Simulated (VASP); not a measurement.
# Ti2B2Os (P4/mmm) in VASP: single point with PBE

Aim: the single point of Ti2B2Os with PBE.

Everything below comes from runs of VASP 6.6.1. Logs are shortened: lines on timing, memory, paths and dates and some standing lists are left out, and cuts for length are marked.

## (1) The cell of the first run

Symmetry: P4/mmm, No. 123, tetragonal system. The conventional cell has a = 4.140 Å, b = 4.140 Å, c = 5.448 Å, α = 90.00°, β = 90.00°, γ = 90.00°. Ti (site symmetry mmm) has 4 B at 2.22 Å and 4 Ti at 2.93 Å within 3.0 Å. B (site symmetry 4mm) has 1 B at 1.58 Å and 1 Os at 1.93 Å within 2.1 Å. Os (site symmetry 4/mmm) has 2 B at 1.93 Å within 2.6 Å.

The cell was generated, and may not be a known phase.

## (2) Single point, PBE

INCAR reads:

```
PREC     = Accurate       # precision mode
ENCUT    = 560            # plane-wave cutoff, eV
EDIFF    = 1E-6           # SCF threshold, eV
ISMEAR   = 0              # smearing method
SIGMA    = 0.1            # smearing width, eV
LREAL    = False          # projectors in reciprocal space
LASPH    = True           # aspherical terms in the spheres
NELM     = 120            # most SCF steps
ALGO     = Normal         # electronic algorithm
ISIF     = 2              # what is computed and relaxed
LWAVE    = False          # write WAVECAR
LCHARG   = True           # write CHGCAR
GGA      = PE             # functional
LELF     = True           # ELF
LVHAR    = True         
NBANDS   = 31             # bands
GGA_COMPAT= False
```

KPOINTS reads:

```
regular mesh
0
Gamma
  6 6 4
```

POSCAR reads:

```
Ti2B2Os
1.0
    4.1395954078      0.0000000000      0.0000000000
    0.0000000000      4.1395954078      0.0000000000
    0.0000000000      0.0000000000      5.4477198309
Ti B Os
2 2 1
Direct
    0.0000000000      0.5000000000      0.5000000000
    0.5000000000      0.0000000000      0.5000000000
    0.0000000000      0.0000000000      0.3546178668
    0.0000000000      0.0000000000      0.6453821332
    0.0000000000      0.0000000000      0.0000000000
```

Potentials or basis: VASP PAW PBE potentials, release 64 (Ti_sv, B, Os_sv_GW).

Command:

```console
$ cat potpaw_PBE.64/Ti_sv/POTCAR potpaw_PBE.64/B/POTCAR potpaw_PBE.64/Os_sv_GW/POTCAR > POTCAR
$ mpirun -np 1 vasp_std > vasp.out
```

OUTCAR:

```text
PREC = Accurate
   ENCUT = 560
   EDIFF = 1E-6
   ISMEAR = 0
   LREAL = False
   LASPH = True
   NELM = 120
   ISIF = 2
   GGA = PE

 ion  position               nearest neighbor table
   1  0.000  0.500  0.500-   3 2.22   4 2.22   3 2.22   4 2.22
   2  0.500  0.000  0.500-   3 2.22   4 2.22   3 2.22   4 2.22
   3  0.000  0.000  0.355-   4 1.58   5 1.93   1 2.22   2 2.22   1 2.22   2 2.22
   4  0.000  0.000  0.645-   3 1.58   5 1.93   1 2.22   2 2.22   1 2.22   2 2.22
   5  0.000  0.000  0.000-   3 1.93   4 1.93

  LATTYP: Found a simple tetragonal cell.
 ALAT       =     4.1395954078
 C/A-ratio  =     1.3160029651

  Lattice vectors:

 A1 = (   4.1395954078,   0.0000000000,   0.0000000000)
 A2 = (   0.0000000000,   4.1395954078,   0.0000000000)
 A3 = (   0.0000000000,   0.0000000000,   5.4477198309)

Analysis of symmetry for initial positions (statically):
=====================================================================
 Subroutine PRICEL returns:
 Original cell was already a primitive cell.

 Routine SETGRP: Setting up the symmetry group for a
 simple tetragonal supercell.

 Subroutine GETGRP returns: Found 16 space group operations
 (whereof 16 operations were pure point group operations)
 out of a pool of 16 trial point group operations.

The static configuration has the point symmetry D_4h.

Analysis of symmetry for dynamics (positions and initial velocities):
=====================================================================
 Subroutine PRICEL returns:
 Original cell was already a primitive cell.

 Routine SETGRP: Setting up the symmetry group for a
 simple tetragonal supercell.

 Subroutine GETGRP returns: Found 16 space group operations
 (whereof 16 operations were pure point group operations)
 out of a pool of 16 trial point group operations.

The dynamic configuration has the point symmetry D_4h.

 Subroutine INISYM returns: Found 16 space group operations
 (whereof 16 operations are pure point group operations),
 and found     1 'primitive' translations

----------------------------------------------------------------------------------------

                                     Primitive cell

  volume of cell :      93.3535

  direct lattice vectors                    reciprocal lattice vectors
     4.139595408  0.000000000  0.000000000     0.241569502  0.000000000  0.000000000
     0.000000000  4.139595408  0.000000000     0.000000000  0.241569502  0.000000000
     0.000000000  0.000000000  5.447719831     0.000000000  0.000000000  0.183563038

  length of vectors
     4.139595408  4.139595408  5.447719831     0.241569502  0.241569502  0.183563038

  position of ions in fractional coordinates (direct lattice)
     0.000000000  0.500000000  0.500000000
     0.500000000  0.000000000  0.500000000
     0.000000000  0.000000000  0.354617867
     0.000000000  0.000000000  0.645382133
     0.000000000  0.000000000  0.000000000

  ion indices of the primitive-cell ions
   primitive index   ion index
                 1           1
                 2           2
                 3           3
                 4           4
                 5           5

----------------------------------------------------------------------------------------

 KPOINTS: regular mesh

Automatic generation of k-mesh.
 Grid dimensions read from file:
 generate k-points for:    6    6    4

 Generating k-lattice:

  Cartesian coordinates                     Fractional coordinates (reciprocal lattice)
     0.040261584  0.000000000  0.000000000     0.166666667  0.000000000  0.000000000
     0.000000000  0.040261584  0.000000000     0.000000000  0.166666667  0.000000000
     0.000000000  0.000000000  0.045890759     0.000000000  0.000000000  0.250000000

  Length of vectors
     0.040261584  0.040261584  0.045890759

  Shift w.r.t. Gamma in fractional coordinates (k-lattice)
     0.000000000  0.000000000  0.000000000

 Subroutine IBZKPT returns following result:
 ===========================================

 Found     30 irreducible k-points:

 Following reciprocal coordinates:
            Coordinates               Weight
  0.000000  0.000000  0.000000      1.000000
  0.166667  0.000000  0.000000      4.000000
  0.333333  0.000000  0.000000      4.000000
  0.500000  0.000000  0.000000      2.000000
  0.166667  0.166667  0.000000      4.000000
  0.333333  0.166667  0.000000      8.000000
[... 16 lines left out ...]
  0.333333  0.000000  0.500000      4.000000
  0.500000  0.000000  0.500000      2.000000
 [... further k-points ...]
   k-points           NKPTS =     30   k-points in BZ     NKDIM =     30   number of bands    NBANDS=     31
   number of dos      NEDOS =    301   number of ions     NIONS =      5
   total plane-waves  NPLWV =  43008
   dimension x,y,z NGX =    32 NGY =   32 NGZ =   42
   dimension x,y,z NGXF=    64 NGYF=   64 NGZF=   84
   ions per type =               2   2   1
   NGX,Y,Z   is equivalent  to a cutoff of  12.85, 12.85, 12.82 a.u.
   NGXF,Y,Z  is equivalent  to a cutoff of  25.70, 25.70, 25.63 a.u.
 SYSTEM =  unknown system
   PREC   = accura    normal or accurate (medium, high low for compatibility)
   ISTART =      0    job   : 0-new  1-cont  2-samecut
   ICHARG =      2    charge: 1-file 2-atom 10-const
   ISPIN  =      1    spin polarized calculation?
   LNONCOLLINEAR =      F non collinear calculations
   LSORBIT =      F    spin-orbit coupling
   LASPH  =      T    aspherical Exc in radial PAW
   ENCUT  =  560.0 eV  41.16 Ry    6.42 a.u.   7.99  7.99 10.51*2*pi/ulx,y,z
   NELM   =    120;   NELMIN=  2; NELMDL= -5     # of ELM steps
   EDIFF  = 0.1E-05   stopping-criterion for ELM
   LREAL  =      F    real-space projection
   EDIFFG = 0.1E-04   stopping-criterion for IOM
   NSW    =      0    number of steps for IOM
   IBRION =     -1    ionic relax: 0-MD 1-quasi-New 2-CG
   NFREE  =      0    steps in history (QN), initial steepest desc. (CG)
   ISIF   =      2    stress and relaxation
   ISYM   =      2    0-nonsym 1-usesym 2-fastsym
   POTIM  = 0.5000    time-step for ionic-motion
   TEBEG  =    0.0;   TEEND  =   0.0 temperature during run
   PSTRESS=    0.0 pullay stress
   NELECT =      46.0000    total number of electrons
   NUPDOWN=      -1.0000    fix difference up-down
   EMIN   =  10.00;   EMAX   =-10.00  energy-range for DOS
   EFERMI =   0.00;   METHOD = LEGACY
   ISMEAR =     0;   SIGMA  =   0.10  broadening in eV -4-tet -1-fermi 0-gaus
   EFERMI_NEDOS =   21; number of points for ismear=-14 and -15
   IALGO  =     38    algorithm
   IMIX   =      4    mixing-type and parameters
     AMIX     =   0.40;   BMIX     =  1.00
     AMIX_MAG =   1.60;   BMIX_MAG =  1.00
  volume/ion in A,a.u.               =      18.67       126.00
  Fermi-wavevector in a.u.,A,eV,Ry     =   1.293056  2.443521 22.748849  1.671993
  Thomas-Fermi vector in A             =   2.424725
   LORBIT       =      0    0 simple, 1 ext, 2 COOP (PROOUT), +10 PAW based schemes
   GGA     = PE    functional components
   LHFCALC =     F    Hartree Fock is set to
   AEXX    =    0.0000 exact exchange contribution
   IVDW    =     0    specifies the selected vdW correction
   LEPSILON=     F    determine dielectric tensor
   LRPA    =     F    only Hartree local field effects (RPA)
 non-spin polarized calculation
 Gauss-broadening in eV      SIGMA  =   0.10
  energy-cutoff  :      560.00
  volume of cell :       93.35
 maximum number of plane-waves:      2856
 NGX is ok and might be reduce to    32
   NGX = 15   NGY = 15   NGZ = 21

 number of electron      46.0000000 magnetization

 Free energy of the ion-electron system (eV)
  ---------------------------------------------------
  ext. energy  EPLUGINS =         0.00000000
  ---------------------------------------------------
  free energy    TOTEN  =       -36.96011162 eV

  energy without entropy =      -36.93616400  energy(sigma->0) =      -36.94813781

 E-fermi :   4.2256     XC(G=0):  -9.9117

 val. band max:        4.2191451894   @ k =   0.5000   0.3333   0.0000
 cond. band min:       4.2411034488   @ k =   0.3333   0.3333   0.0000
 fundamental gap:      0.0219582594
 Fermi energy:         4.2255931291

 k-point     1 :       0.0000    0.0000    0.0000
  band No.  band energies     occupation
      1     -81.3051      2.00000
      2     -52.8421      2.00000
      3     -52.7642      2.00000
      4     -41.0332      2.00000
      5     -40.5352      2.00000
      6     -40.5352      2.00000
[... 23 lines left out ...]
     30       6.5144      0.00000
     31       7.1601      0.00000

 k-point     2 :       0.1667    0.0000    0.0000
  band No.  band energies     occupation
      1     -81.3051      2.00000
      2     -52.8369      2.00000
      3     -52.7694      2.00000
      4     -41.0331      2.00000
      5     -40.5359      2.00000
      6     -40.5350      2.00000
[... 23 lines left out ...]
     30       6.4756      0.00000
     31       7.1070      0.00000

 k-point     3 :       0.3333    0.0000    0.0000
  band No.  band energies     occupation
      1     -81.3050      2.00000
      2     -52.8225      2.00000
      3     -52.7836      2.00000
      4     -41.0327      2.00000
      5     -40.5373      2.00000
      6     -40.5349      2.00000
[... 23 lines left out ...]
     30       6.5977      0.00000
     31       7.1446      0.00000

 k-point     4 :       0.5000    0.0000    0.0000
  band No.  band energies     occupation
      1     -81.3050      2.00000
      2     -52.8030      2.00000
      3     -52.8030      2.00000
      4     -41.0326      2.00000
      5     -40.5380      2.00000
      6     -40.5349      2.00000
[... 23 lines left out ...]
     30       6.9885      0.00000
     31       7.1675      0.00000

 k-point     5 :       0.1667    0.1667    0.0000
  band No.  band energies     occupation
      1     -81.3051      2.00000
      2     -52.8323      2.00000
      3     -52.7738      2.00000
      4     -41.0330      2.00000
      5     -40.5359      2.00000
      6     -40.5359      2.00000
[... 23 lines left out ...]
     30       6.2962      0.00000
     31       6.9067      0.00000
[... 542 lines left out ...]
     30       6.5154      0.00000
     31       7.6044      0.00000

 k-point    22 :       0.1667    0.0000    0.5000
  band No.  band energies     occupation
      1     -81.3050      2.00000
      2     -52.8369      2.00000
      3     -52.7694      2.00000
      4     -41.0328      2.00000
      5     -40.5359      2.00000
      6     -40.5350      2.00000
[... 23 lines left out ...]
     30       6.8166      0.00000
     31       7.4614      0.00000

 k-point    23 :       0.3333    0.0000    0.5000
  band No.  band energies     occupation
      1     -81.3050      2.00000
      2     -52.8225      2.00000
      3     -52.7836      2.00000
      4     -41.0327      2.00000
      5     -40.5373      2.00000
      6     -40.5351      2.00000
[... 23 lines left out ...]
     30       6.5350      0.00000
     31       7.2949      0.00000

 k-point    24 :       0.5000    0.0000    0.5000
  band No.  band energies     occupation
      1     -81.3052      2.00000
      2     -52.8030      2.00000
      3     -52.8030      2.00000
      4     -41.0328      2.00000
      5     -40.5382      2.00000
      6     -40.5351      2.00000
[... 23 lines left out ...]
     30       6.3845      0.00000
     31       6.4711      0.00000

 [... further k-points ...]

------------------------ aborting loop because EDIFF is reached ----------------------------------------

  FORCE on cell =-STRESS in cart. coord.  units (eV):
  Direction    XX          YY          ZZ          XY          YZ          ZX
  --------------------------------------------------------------------------------------
  -------------------------------------------------------------------------------------
  Total       -0.2993034     -0.2993034     -0.2388312      0.0000000      0.0000000      0.0000000
  in kB       -5.1367886     -5.1367886     -4.0989354      0.0000000      0.0000000      0.0000000
  external PRESSURE =      -4.7908375 kB  Pullay stress =       0.0000000 kB

 VOLUME and BASIS-vectors are now :
 -----------------------------------------------------------------------------
  energy-cutoff  :      560.00
  volume of cell :       93.35
      direct lattice vectors                 reciprocal lattice vectors
     4.139595408  0.000000000  0.000000000     0.241569502  0.000000000  0.000000000
     0.000000000  4.139595408  0.000000000     0.000000000  0.241569502  0.000000000
     0.000000000  0.000000000  5.447719831     0.000000000  0.000000000  0.183563038

 POSITION                                       TOTAL-FORCE (eV/Angst)
 -----------------------------------------------------------------------------------
      0.00000      2.06980      2.72386         0.000000     -0.000000      0.000000
      2.06980      0.00000      2.72386         0.000000     -0.000000      0.000000
      0.00000      0.00000      1.93186         0.000000      0.000000      0.000556
      0.00000      0.00000      3.51586        -0.000000      0.000000     -0.000556
      0.00000      0.00000      0.00000         0.000000     -0.000000      0.000000
 -----------------------------------------------------------------------------------
    total drift:                                0.000000      0.000000     -0.000000

  FREE ENERGIE OF THE ION-ELECTRON SYSTEM (eV)
  ---------------------------------------------------
  free  energy   TOTEN  =       -36.9601116203 eV

  energy  without entropy=      -36.9361640012  energy(sigma->0) =      -36.94813781
```

It took 1.8 min on 1 thread of Intel Xeon Platinum 8259CL at 2.50GHz (Skylake/Cascade Lake), shared host; peak memory 0.26 GiB.

Results:

| Quantity | Value |
| --- | --- |
| Free energy | -36.9601 eV |
| Pressure | -0.5 GPa |
| Band gap on the k mesh | zero (bands 23 and 24 overlap by 0.83 eV) |

Levels at points of the mesh, in eV from the Fermi level:
| k point | band 21 | band 22 | band 23 | band 24 | band 25 | band 26 |
| --- | --- | --- | --- | --- | --- | --- |
| (0.00, 0.00, 0.00) | -1.25 | -1.21 | -1.13 | 0.05 | 0.92 | 0.92 |
| (0.50, 0.00, 0.00) | -0.64 | -0.52 | 0.24 | 0.34 | 0.55 | 1.02 |
| (0.50, 0.50, 0.00) | -0.22 | 0.13 | 0.32 | 0.32 | 0.74 | 0.74 |
| (0.00, 0.00, 0.50) | -1.16 | -1.03 | -0.98 | -0.08 | 1.67 | 1.67 |
| (0.50, 0.00, 0.50) | -0.62 | -0.46 | -0.46 | -0.17 | 0.21 | 0.33 |
| (0.50, 0.50, 0.50) | 0.03 | 0.08 | 0.50 | 0.50 | 0.52 | 0.72 |

Caveat: spin-orbit coupling is left out, which moves the levels of the heavy elements.

The gap in the log of VASP goes by the Fermi energy; the results here count the filled bands.